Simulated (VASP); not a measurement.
A run of VASP 6.6.1:

The input INCAR:

```
SYSTEM = AlCu3
ALGO = Fast ; EDIFF = 1E-6
ENCUT = 520 ; GGA = PS
ISIF = 2 ; ISMEAR = 0
LASPH = .TRUE. ; LCHARG = .FALSE.
LREAL = .FALSE. ; LWAVE = .FALSE.
NBANDS = 46 ; NELM = 60
PREC = Accurate ; SIGMA = 0.1
```

File KPOINTS:

```
k-points
0
G
  8 8 8
  0 0 0
```

Contents of POSCAR:

```
AlCu3
1.0
    4.0921280102      0.0000000000      0.0000000000
    0.0000000000      5.0159547335      0.0000000000
    0.0000000000      0.0000000000      4.5263928283
Al Cu
2 6
Direct
    0.0000000000      0.0000000000      0.6642284157
    0.5000000000      0.5000000000      0.3357715843
    0.0000000000      0.5000000000      0.6680840754
    0.5000000000      0.0000000000      0.3319159246
    0.0000000000      0.2510188889      0.1639074270
    0.0000000000      0.7489811111      0.1639074270
    0.5000000000      0.2489811111      0.8360925730
    0.5000000000      0.7510188889      0.8360925730
```

Potentials or basis: VASP PAW PBE potentials, release 64 (Al, Cu).

Launch:

```console
$ cat potpaw_PBE.64/Al/POTCAR potpaw_PBE.64/Cu/POTCAR > POTCAR
$ mpirun -np 1 vasp_std > vasp.out
```

Hardware: 1 thread of Oxide Virtual Turin-like Processor, with other jobs on the host.

How long does it take, and how much memory?

It took 8.2 min on 1 thread of Oxide Virtual Turin-like Processor, with other jobs on the host, peak memory 0.45 GiB. Counts: scf iterations 17, k points 125.
